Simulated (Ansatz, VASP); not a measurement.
## Si in VASP and in Ansatz

```
Si
1.0
     3.86771    0.00000    0.00000
    -1.93385    3.34953    0.00000
     0.00000    0.00000   29.07177
Si
6
Cartesian
  -0.0016 2.2339 7.6028
  -0.0016 0.0009 8.2515
  -0.0018 0.0010 10.6514
  1.9321 1.1175 11.4276
  1.9320 1.1176 13.8069
  -0.0019 2.2341 14.5867
```

Alike in both runs: task single point; functional PBE; k mesh 9 × 9 × 1; occupations gaussian, width 0.1 eV; no spin polarisation.

|  | VASP | Ansatz |
| --- | --- | --- |
| version | VASP 6.6.1 | Ansatz 0.2.0 |
| potentials or method | VASP PAW PBE potentials, release 64 (Si), cutoff 520 eV | scalar-relativistic, plane waves, PAW |
| valence electrons in the cell | 24 | 24 |

VASP gave:

| Quantity | Value |
| --- | --- |
| gap on the k mesh at the Fermi level (eV) | none |
| rms of the force components (eV/Å) | 0.207 |
| work function, face that differs most (eV) | 4.74 |

Which values does Ansatz return?

gap on the k mesh at the Fermi level (eV): none; rms of the force components (eV/Å): 0.206; work function, face that differs most (eV): 4.74.

Atom by atom the forces differ by 0.003 eV/Å (rms over components). A gap of «none» marks a metal or a gap that the smearing closes. With one functional, cell and mesh, what is left measures potentials, basis and numerics.
